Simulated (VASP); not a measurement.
A run of VASP 6.6.1:

INCAR

```
SYSTEM = TiO2
PREC = Accurate ; ENCUT = 520
EDIFF = 1E-6 ; ISMEAR = 0
SIGMA = 0.01 ; LREAL = .FALSE.
LASPH = .TRUE. ; NELM = 60
ALGO = Normal ; ISIF = 2
LWAVE = .FALSE. ; LCHARG = .FALSE.
GGA = PE ; NBANDS = 33
```

The input KPOINTS:

```
regular mesh
0
G
  6 6 8
  0 0 0
```

POSCAR

```
TiO2
1.0
    4.5968534198      0.0000000000      0.0000000000
    0.0000000000      4.5968534198      0.0000000000
    0.0000000000      0.0000000000      2.9534913471
Ti O
2 4
Direct
    0.0000000000      0.0000000000      0.0000000000
    0.5000000000      0.5000000000      0.5000000000
    0.3046432207      0.3046432207      0.0000000000
    0.1953567793      0.8046432207      0.5000000000
    0.8046432207      0.1953567793      0.5000000000
    0.6953567793      0.6953567793      0.0000000000
```

Potentials or basis: VASP PAW PBE potentials, release 64 (Ti_sv, O).

Command:

```console
$ cat potpaw_PBE.64/Ti_sv/POTCAR potpaw_PBE.64/O/POTCAR > POTCAR
$ mpirun -np 1 vasp_std > vasp.out
```

Hardware: 1 thread of AMD EPYC 7R13, with other jobs on the host.

How long does it take, and how much memory?

Run time: 3.1 min on 1 thread of AMD EPYC 7R13, on a shared host, peak memory 0.19 GiB. Counts: scf iterations 17, k points 50.
